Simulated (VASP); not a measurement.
# AlCo3 (Pm-3m) in VASP: further runs

Aim: see how the results for AlCo3 move with the level of theory and the settings. Levels: PBEsol, r2SCAN. Tasks: single point.

Program: VASP 6.6.1. These are calculated values, not measurements. Logs are shortened: lines on timing, memory, paths and dates and some standing lists are left out, and cuts for length are marked.

## Step 1: The cell of the first run

It takes space group Pm-3m (No. 221, cubic). Conventional cell: a = 3.527 Å, b = 3.527 Å, c = 3.527 Å, α = 90.00°, β = 90.00°, γ = 90.00°. Al (site symmetry m-3m) has 12 Co at 2.49 Å within 3.3 Å. Co (site symmetry 4/mmm) has 4 Al at 2.49 Å and 8 Co at 2.49 Å within 3.3 Å.

## Step 2: Single point, PBEsol, collinear spin, ferromagnetic start

Input file INCAR:

```
SYSTEM = AlCo3
PREC = Accurate ; ENCUT = 520
EDIFF = 1E-6 ; ISMEAR = 0
SIGMA = 0.1 ; LREAL = .False.
LASPH = .True. ; NELM = 150
ALGO = Normal ; ISIF = 2
LWAVE = .False. ; LCHARG = .False.
ISPIN = 2 ; MAGMOM = 0 3 3 3
LORBIT = 11 ; LMAXMIX = 4
GGA = PS ; NBANDS = 27
```

Input file KPOINTS:

```
Automatic mesh
0
Gamma
  12 12 12
  0 0 0
```

Input file POSCAR:

```
AlCo3
1.0
    3.5266319691      0.0000000000      0.0000000000
    0.0000000000      3.5266319691      0.0000000000
    0.0000000000      0.0000000000      3.5266319691
Al Co
1 3
Direct
    0.0000000000      0.0000000000      0.0000000000
    0.5000000000      0.5000000000      0.0000000000
    0.5000000000      0.0000000000      0.5000000000
    0.0000000000      0.5000000000      0.5000000000
```

Potentials or basis: VASP PAW PBE potentials, release 64 (Al, Co).

On the command line:

```bash
$ cat potpaw_PBE.64/Al/POTCAR potpaw_PBE.64/Co/POTCAR > POTCAR
$ mpirun -np 1 vasp_std > vasp.out
```

OUTCAR:

```text
SYSTEM = AlCo3
   PREC = Accurate
   ENCUT = 520
   EDIFF = 1E-6
   ISMEAR = 0
   LREAL = .False.
   LASPH = .True.
   NELM = 150
   ISIF = 2
   ISPIN = 2
   LORBIT = 11
   GGA = PS

 ion  position               nearest neighbor table
   1  0.000  0.000  0.000-   2 2.49   3 2.49   4 2.49   3 2.49   4 2.49   2 2.49   4 2.49   4 2.49
                             2 2.49   3 2.49   3 2.49   2 2.49
   2  0.500  0.500  0.000-   1 2.49   3 2.49   4 2.49   3 2.49   4 2.49   1 2.49   3 2.49   3 2.49
                             1 2.49   4 2.49   4 2.49   1 2.49
   3  0.500  0.000  0.500-   1 2.49   2 2.49   4 2.49   1 2.49   2 2.49   2 2.49   4 2.49   2 2.49
                             1 2.49   4 2.49   1 2.49   4 2.49
   4  0.000  0.500  0.500-   1 2.49   2 2.49   3 2.49   1 2.49   2 2.49   1 2.49   3 2.49   1 2.49
                             2 2.49   3 2.49   2 2.49   3 2.49

  LATTYP: Found a simple cubic cell.
 ALAT       =     3.5266319691

  Lattice vectors:

 A1 = (   3.5266319691,   0.0000000000,   0.0000000000)
 A2 = (   0.0000000000,   3.5266319691,   0.0000000000)
 A3 = (   0.0000000000,   0.0000000000,   3.5266319691)

Analysis of symmetry for initial positions (statically):
=====================================================================
 Subroutine PRICEL returns:
 Original cell was already a primitive cell.

 Routine SETGRP: Setting up the symmetry group for a
 simple cubic supercell.

 Subroutine GETGRP returns: Found 48 space group operations
 (whereof 48 operations were pure point group operations)
 out of a pool of 48 trial point group operations.

The static configuration has the point symmetry O_h .

Analysis of symmetry for dynamics (positions and initial velocities):
=====================================================================
 Subroutine PRICEL returns:
 Original cell was already a primitive cell.

 Routine SETGRP: Setting up the symmetry group for a
 simple cubic supercell.

 Subroutine GETGRP returns: Found 48 space group operations
 (whereof 48 operations were pure point group operations)
 out of a pool of 48 trial point group operations.

The dynamic configuration has the point symmetry O_h .

Analysis of structural, dynamic, and magnetic symmetry:
=====================================================================
 Subroutine PRICEL returns:
 Original cell was already a primitive cell.

 Routine SETGRP: Setting up the symmetry group for a
 simple cubic supercell.

 Subroutine GETGRP returns: Found 48 space group operations
 (whereof 48 operations were pure point group operations)
 out of a pool of 48 trial point group operations.

The overall configuration has the point symmetry O_h .

 Subroutine INISYM returns: Found 48 space group operations
[... 132 lines left out ...]
 spin polarized calculation
 Gauss-broadening in eV      SIGMA  =   0.10
  energy-cutoff  :      520.00
  volume of cell :       43.86
 maximum number of plane-waves:      1208
 NGX is ok and might be reduce to    28
   NGX = 13   NGY = 13   NGZ = 13

 number of electron      29.9999985 magnetization       3.7727161

 Free energy of the ion-electron system (eV)
  ---------------------------------------------------
  ext. energy  EPLUGINS =         0.00000000
  ---------------------------------------------------
  free energy    TOTEN  =       -28.03799834 eV

  energy without entropy =      -28.00507660  energy(sigma->0) =      -28.02153747

 E-fermi :  10.4441     XC(G=0): -13.0832

 val. band max:       10.4438318244   @ k =   0.5000   0.0833   0.0000
 cond. band min:      10.4450293662   @ k =   0.4167   0.3333   0.0000
 fundamental gap:      0.0011975419
 Fermi energy:        10.4440610791

 spin component 1

 k-point     1 :       0.0000    0.0000    0.0000
  band No.  band energies     occupation
      1       0.2349      1.00000
      2       5.2595      1.00000
      3       6.2507      1.00000
      4       6.2507      1.00000
      5       6.6182      1.00000
      6       6.6182      1.00000
[... 709 lines left out ...]
     26      23.7508      0.00000
     27      24.0460      0.00000

 [... further k-points ...]

 spin component 2

 k-point     1 :       0.0000    0.0000    0.0000
  band No.  band energies     occupation
      1       0.2861      1.00000
      2       6.2101      1.00000
      3       7.0990      1.00000
      4       7.0990      1.00000
      5       7.6003      1.00000
      6       7.6003      1.00000
[... 709 lines left out ...]
     26      24.1081      0.00000
     27      24.1496      0.00000

 [... further k-points ...]

------------------------ aborting loop because EDIFF is reached ----------------------------------------

  FORCE on cell =-STRESS in cart. coord.  units (eV):
  Direction    XX          YY          ZZ          XY          YZ          ZX
  --------------------------------------------------------------------------------------
  -------------------------------------------------------------------------------------
  Total        0.0146486      0.0146486      0.0146486     -0.0000000      0.0000000     -0.0000000
  in kB        0.5350877      0.5350877      0.5350877     -0.0000000      0.0000000     -0.0000000
  external PRESSURE =       0.5350877 kB  Pullay stress =       0.0000000 kB

 VOLUME and BASIS-vectors are now :
 -----------------------------------------------------------------------------
  energy-cutoff  :      520.00
  volume of cell :       43.86
      direct lattice vectors                 reciprocal lattice vectors
     3.526631969  0.000000000  0.000000000     0.283556665  0.000000000  0.000000000
     0.000000000  3.526631969  0.000000000     0.000000000  0.283556665  0.000000000
     0.000000000  0.000000000  3.526631969     0.000000000  0.000000000  0.283556665

 POSITION                                       TOTAL-FORCE (eV/Angst)
 -----------------------------------------------------------------------------------
      0.00000      0.00000      0.00000         0.000000      0.000000      0.000000
      1.76332      1.76332      0.00000         0.000000      0.000000      0.000000
      1.76332      0.00000      1.76332         0.000000      0.000000      0.000000
      0.00000      1.76332      1.76332         0.000000      0.000000      0.000000
 -----------------------------------------------------------------------------------
    total drift:                                0.000000      0.000000      0.000000

  FREE ENERGIE OF THE ION-ELECTRON SYSTEM (eV)
  ---------------------------------------------------
  free  energy   TOTEN  =       -28.0379983416 eV

  energy  without entropy=      -28.0050766037  energy(sigma->0) =      -28.02153747

 total charge

# of ion       s       p       d       tot
------------------------------------------
    1        0.413   0.431   0.000   0.844
    2        0.489   0.544   7.343   8.377
    3        0.489   0.544   7.343   8.377
    4        0.489   0.544   7.343   8.377
--------------------------------------------------
tot          1.881   2.064  22.030  25.975

 magnetization (x)

# of ion       s       p       d       tot
------------------------------------------
    1       -0.002  -0.036   0.000  -0.038
    2       -0.002  -0.002   1.289   1.286
    3       -0.002  -0.002   1.289   1.286
    4       -0.002  -0.002   1.289   1.286
--------------------------------------------------
tot         -0.007  -0.040   3.866   3.819
```

It took 4.6 min on 1 thread of Intel Xeon 8259CL, shared host; peak memory 0.27 GiB.

What came out:

```yaml
Free_energy: -28.0380 eV
Pressure: 0.1 GPa
Net_moment: 3.77 μB per cell
Site_moments: Al -0.04; Co +1.29 μB
Valence_electrons_inside_the_program's_atomic_spheres: Al 0.84; Co 8.38
```

Caveat: the PAW data sets were made with another functional, which shifts forces and pressure a little.

## Step 3: Single point, PBEsol

This run uses another cell than the first one, of 10.65 Å³/atom.

Input file INCAR:

```
SYSTEM = AlCo3
  PREC = Accurate
  ENCUT = 520
  EDIFF = 1E-6
  ISMEAR = 0
  SIGMA = 0.1
  LREAL = .False.
  LASPH = .True.
  NELM = 100
  ALGO = Normal
  ISIF = 2
  LWAVE = .False.
  LCHARG = .True.
  GGA = PS
  LELF = .True.
  LVHAR = .True.
  NBANDS = 23
```

Input file KPOINTS:

```
regular mesh
0
Gamma
  12 12 12
  0 0 0
```

Input file POSCAR:

```
AlCo3
1.0
    3.4921837368      0.0000000000      0.0000000000
    0.0000000000      3.4921837368      0.0000000000
    0.0000000000      0.0000000000      3.4921837368
Al Co
1 3
Direct
    0.0000000000      0.0000000000      0.0000000000
    0.5000000000      0.5000000000      0.0000000000
    0.5000000000      0.0000000000      0.5000000000
    0.0000000000      0.5000000000      0.5000000000
```

Potentials or basis: VASP PAW PBE potentials, release 64 (Al, Co).

On the command line:

```bash
$ cat potpaw_PBE.64/Al/POTCAR potpaw_PBE.64/Co/POTCAR > POTCAR
$ mpirun -np 1 vasp_std > vasp.out
```

Wall time 33 s (1 thread of Intel Xeon 6975P-C (Granite Rapids), shared host); peak memory 0.2 GiB.

The run converged. Its results:

| Item | Value |
| --- | --- |
| Free energy | -27.9412 eV |
| Pressure | -0.3 GPa |
| Band gap on the k mesh | zero (bands 15 and 16 overlap by 1.14 eV) |

Levels at points of the mesh, in eV from the Fermi level:
```tsv
k point	band 12	band 13	band 14	band 15	band 16	band 17	band 18	band 19
(0.00, 0.00, 0.00)	0.07	0.57	0.82	0.82	0.82	1.10	1.10	1.10
(0.50, 0.00, 0.00)	-0.74	-0.65	-0.65	-0.46	0.16	0.82	6.25	6.25
(0.50, 0.50, 0.00)	-0.86	-0.86	-0.77	-0.34	-0.32	-0.01	1.78	1.78
(0.50, 0.50, 0.50)	-0.88	-0.88	-0.46	-0.46	-0.06	0.59	0.59	0.59
```

Caveat: the PAW data sets were made with another functional, which shifts forces and pressure a little; the run has no spin polarisation, though such a crystal can be magnetic.

## Step 4: Single point, PBEsol

This run uses another cell than the first one, of 11.42 Å³/atom.

Input file INCAR:

```
PREC = Accurate
ENCUT = 520
EDIFF = 1E-6
ISMEAR = 0
SIGMA = 0.1
LREAL = False
LASPH = True
NELM = 100
ALGO = Normal
ISIF = 2
LWAVE = False
LCHARG = False
GGA = PS
NBANDS = 23
```

Input file KPOINTS:

```
regular mesh
0
Gamma
  12 12 12
```

Input file POSCAR:

```
AlCo3
1.0
    3.5749480000      0.0000000000      0.0000000000
    0.0000000000      3.5749480000      0.0000000000
    0.0000000000      0.0000000000      3.5749480000
Al Co
1 3
Direct
    0.0000000000      0.0000000000      0.0000000000
    0.5000000000      0.5000000000      0.0000000000
    0.5000000000      0.0000000000      0.5000000000
    0.0000000000      0.5000000000      0.5000000000
```

On the command line:

```bash
$ cat potpaw_PBE.64/Al/POTCAR potpaw_PBE.64/Co/POTCAR > POTCAR
$ mpirun -np 1 vasp_std > vasp.out
```

Wall time 33 s (1 thread of Intel Xeon 6975P-C (Granite Rapids), shared host); peak memory 0.2 GiB.

It converged, with:

```yaml
Free_energy: -27.7948 eV
Pressure: -13.9 GPa
Band_gap_on_the_k_mesh: zero (bands 15 and 16 overlap by 1.02 eV)
```

Levels at points of the mesh, in eV from the Fermi level:
```
           k point  band 13  band 14  band 15  band 16  band 17  band 18
(0.00, 0.00, 0.00)     0.51     0.73     0.73     0.73     1.05     1.05
(0.50, 0.00, 0.00)    -0.59    -0.59    -0.41     0.14     0.73     5.92
(0.50, 0.50, 0.00)    -0.77    -0.70    -0.30    -0.29     0.00     1.61
(0.50, 0.50, 0.50)    -0.79    -0.42    -0.42     0.01     0.53     0.53
```

Caveat: the cell stands under tension; the PAW data sets were made with another functional, which shifts forces and pressure a little; the run has no spin polarisation, though such a crystal can be magnetic.

## Step 5: Single point, r2SCAN

This run uses another cell than the first one, of 11.42 Å³/atom.

POSCAR is that of step 4.

Input file INCAR.step1:

```
SYSTEM = AlCo3
PREC     = Accurate       ! precision mode
ENCUT    = 520            ! plane-wave cutoff, eV
ISMEAR   = 0              ! smearing method
SIGMA    = 0.1            ! smearing width, eV
LREAL    = .FALSE.        ! projectors in reciprocal space
LASPH    = .TRUE.         ! aspherical terms in the spheres
NELM     = 60             ! most SCF steps
NBANDS   = 23             ! bands
GGA      = PE             ! functional
ALGO     = Normal         ! electronic algorithm
EDIFF    = 1E-4           ! SCF threshold, eV
LWAVE    = .TRUE.         ! write WAVECAR
LCHARG   = .FALSE.        ! write CHGCAR
```

Input file INCAR.step2:

```
SYSTEM = AlCo3
PREC     = Accurate       ! precision mode
ENCUT    = 520            ! plane-wave cutoff, eV
EDIFF    = 1E-6           ! SCF threshold, eV
ISMEAR   = 0              ! smearing method
SIGMA    = 0.1            ! smearing width, eV
LREAL    = .FALSE.        ! projectors in reciprocal space
LASPH    = .TRUE.         ! aspherical terms in the spheres
NELM     = 60             ! most SCF steps
ALGO     = Normal         ! electronic algorithm
ISIF     = 2              ! what is computed and relaxed
LWAVE    = .FALSE.        ! write WAVECAR
LCHARG   = .FALSE.        ! write CHGCAR
METAGGA  = R2SCAN         ! meta-GGA
LMIXTAU  = .TRUE.       
NBANDS   = 23             ! bands
ISTART   = 1
```

Input file KPOINTS:

```
Automatic mesh
0
G
  12 12 12
  0 0 0
```

Potentials or basis: VASP PAW PBE potentials, release 64 (Al, Co).

On the command line:

```bash
$ cat potpaw_PBE.64/Al/POTCAR potpaw_PBE.64/Co/POTCAR > POTCAR
$ cp INCAR.step1 INCAR
$ mpirun -np 1 vasp_std > vasp.out
$ cp INCAR.step2 INCAR
$ mpirun -np 1 vasp_std > vasp.out
```

OUTCAR:

```text
SYSTEM = AlCo3
   PREC = Accurate
   ENCUT = 520
   EDIFF = 1E-6
   ISMEAR = 0
   LREAL = .FALSE.
   LASPH = .TRUE.
   NELM = 60
   ISIF = 2
   METAGGA = R2SCAN
   ISTART = 1

 ion  position               nearest neighbor table
   1  0.000  0.000  0.000-   2 2.53   3 2.53   4 2.53   3 2.53   4 2.53   2 2.53   4 2.53   4 2.53
                             2 2.53   3 2.53   3 2.53   2 2.53
   2  0.500  0.500  0.000-   1 2.53   3 2.53   4 2.53   3 2.53   4 2.53   1 2.53   3 2.53   3 2.53
                             1 2.53   4 2.53   4 2.53   1 2.53
   3  0.500  0.000  0.500-   1 2.53   2 2.53   4 2.53   1 2.53   2 2.53   2 2.53   4 2.53   2 2.53
                             1 2.53   4 2.53   1 2.53   4 2.53
   4  0.000  0.500  0.500-   1 2.53   2 2.53   3 2.53   1 2.53   2 2.53   1 2.53   3 2.53   1 2.53
                             2 2.53   3 2.53   2 2.53   3 2.53

  LATTYP: Found a simple cubic cell.
 ALAT       =     3.5749480000

  Lattice vectors:

 A1 = (   3.5749480000,   0.0000000000,   0.0000000000)
 A2 = (   0.0000000000,   3.5749480000,   0.0000000000)
 A3 = (   0.0000000000,   0.0000000000,   3.5749480000)

Analysis of symmetry for initial positions (statically):
[... 178 lines left out ...]
 E-fermi :   9.5931     XC(G=0): -13.8034

 val. band max:        9.5869637024   @ k =   0.0833   0.0000   0.0000
 cond. band min:       9.5967829739   @ k =   0.4167   0.1667   0.1667
 fundamental gap:      0.0098192715
 Fermi energy:         9.5931169891

 k-point     1 :       0.0000    0.0000    0.0000
  band No.  band energies     occupation
      1      -0.5674      2.00000
      2       5.2389      2.00000
      3       6.1607      2.00000
      4       6.1607      2.00000
      5       6.6440      2.00000
      6       6.6440      2.00000
[... 613 lines left out ...]
     22      18.4263      0.00000
     23      20.2948      0.00000

 [... further k-points ...]

------------------------ aborting loop because EDIFF is reached ----------------------------------------

  FORCE on cell =-STRESS in cart. coord.  units (eV):
  Direction    XX          YY          ZZ          XY          YZ          ZX
  --------------------------------------------------------------------------------------
  -------------------------------------------------------------------------------------
  Total       -3.7555993     -3.7555993     -3.7555993      0.0000000      0.0000000     -0.0000000
  in kB     -131.6984435   -131.6984435   -131.6984435      0.0000000      0.0000000     -0.0000000
  external PRESSURE =    -131.6984435 kB  Pullay stress =       0.0000000 kB

 VOLUME and BASIS-vectors are now :
 -----------------------------------------------------------------------------
  energy-cutoff  :      520.00
  volume of cell :       45.69
      direct lattice vectors                 reciprocal lattice vectors
     3.574948000  0.000000000  0.000000000     0.279724348  0.000000000  0.000000000
     0.000000000  3.574948000  0.000000000     0.000000000  0.279724348  0.000000000
     0.000000000  0.000000000  3.574948000     0.000000000  0.000000000  0.279724348

 POSITION                                       TOTAL-FORCE (eV/Angst)
 -----------------------------------------------------------------------------------
      0.00000      0.00000      0.00000         0.000000      0.000000      0.000000
      1.78747      1.78747      0.00000         0.000000      0.000000      0.000000
      1.78747      0.00000      1.78747         0.000000      0.000000      0.000000
      0.00000      1.78747      1.78747         0.000000      0.000000      0.000000
 -----------------------------------------------------------------------------------
    total drift:                                0.000000      0.000000      0.000000

  FREE ENERGIE OF THE ION-ELECTRON SYSTEM (eV)
  ---------------------------------------------------
  free  energy   TOTEN  =       -46.0645075883 eV

  energy  without entropy=      -46.0301593020  energy(sigma->0) =      -46.04733345
```

OSZICAR.step1:

```text
N       E                     dE             d eps       ncg     rms          rms(c)
DAV:   1     0.174108802625E+03    0.17411E+03   -0.12894E+04  3880   0.158E+03
DAV:   2    -0.222099413155E+02   -0.19632E+03   -0.18472E+03  3878   0.304E+02
DAV:   3    -0.300199751268E+02   -0.78100E+01   -0.73384E+01  4487   0.842E+01
DAV:   4    -0.301530821185E+02   -0.13311E+00   -0.13301E+00  4812   0.947E+00
DAV:   5    -0.301580347990E+02   -0.49527E-02   -0.49525E-02  5201   0.168E+00    0.196E+01
DAV:   6    -0.302751370336E+02   -0.11710E+00   -0.61208E+01  4477   0.117E+02    0.179E+01
DAV:   7    -0.254380101906E+02    0.48371E+01   -0.17769E+01  4446   0.637E+01    0.222E+00
DAV:   8    -0.253951487619E+02    0.42861E-01   -0.30798E-01  4285   0.445E+00    0.126E+00
DAV:   9    -0.253693432400E+02    0.25806E-01   -0.41170E-02  5401   0.250E+00    0.246E-01
DAV:  10    -0.253683724827E+02    0.97076E-03   -0.19997E-03  4502   0.521E-01    0.134E-01
DAV:  11    -0.253682596387E+02    0.11284E-03   -0.22819E-04  3128   0.205E-01    0.396E-02
DAV:  12    -0.253682575700E+02    0.20687E-05   -0.47934E-05  2198   0.804E-02
   1 F= -.25368258E+02 E0= -.25348327E+02  d E =-.398613E-01
```

Wall time 2.1 min (1 thread of Intel Xeon 6975P-C (Granite Rapids), shared host); peak memory 0.21 GiB.

Results:

- Free energy: -46.0645 eV
- Pressure: -13.2 GPa
- Band gap on the k mesh: zero (bands 15 and 16 overlap by 1.09 eV)

Levels at points of the mesh, in eV from the Fermi level:
```csv
k point,band 11,band 12,band 13,band 14,band 15,band 16,band 17,band 18,band 19,band 20
"(0.00, 0.00, 0.00)",-0.01,-0.01,0.58,0.90,0.90,0.90,1.10,1.10,1.10,7.52
"(0.50, 0.00, 0.00)",-1.17,-0.74,-0.54,-0.54,-0.39,0.10,0.90,6.20,6.20,6.27
"(0.50, 0.50, 0.00)",-0.82,-0.82,-0.77,-0.75,-0.37,-0.16,-0.05,1.73,1.73,8.91
"(0.50, 0.50, 0.50)",-0.88,-0.88,-0.88,-0.50,-0.50,0.03,0.66,0.66,0.66,4.26
```

Caveat: the cell stands under tension; the PAW data sets were made with another functional, which shifts forces and pressure a little; the run has no spin polarisation, though such a crystal can be magnetic. Spin polarisation is off, so any magnetic state and its effect on volume and gap are missing.

## Step 6: Overview

| level | spin | cell | gap on the mesh (eV) | pressure (GPa) |
| --- | --- | --- | --- | --- |
| PBEsol | collinear, ferromagnetic start | a = 3.527 Å, 4 atoms | none | 0.1 |
| PBEsol | off | a = 3.492 Å, 4 atoms | none | -0.3 |
| PBEsol | off | a = 3.575 Å, 4 atoms | none | -13.9 |
| r2SCAN | off | a = 3.575 Å, 4 atoms | none | -13.2 |

Alike in all rows: task single point; potentials or basis VASP PAW PBE potentials, release 64 (Al, Co); k mesh 12 × 12 × 12; cutoff (eV) 520; smearing gaussian 0.1 eV.

Caveats: the PAW data sets were made with another functional, which shifts forces and pressure a little; the cell stands under tension (at least some runs).

Absolute energies hang on the potentials; compare differences alone.
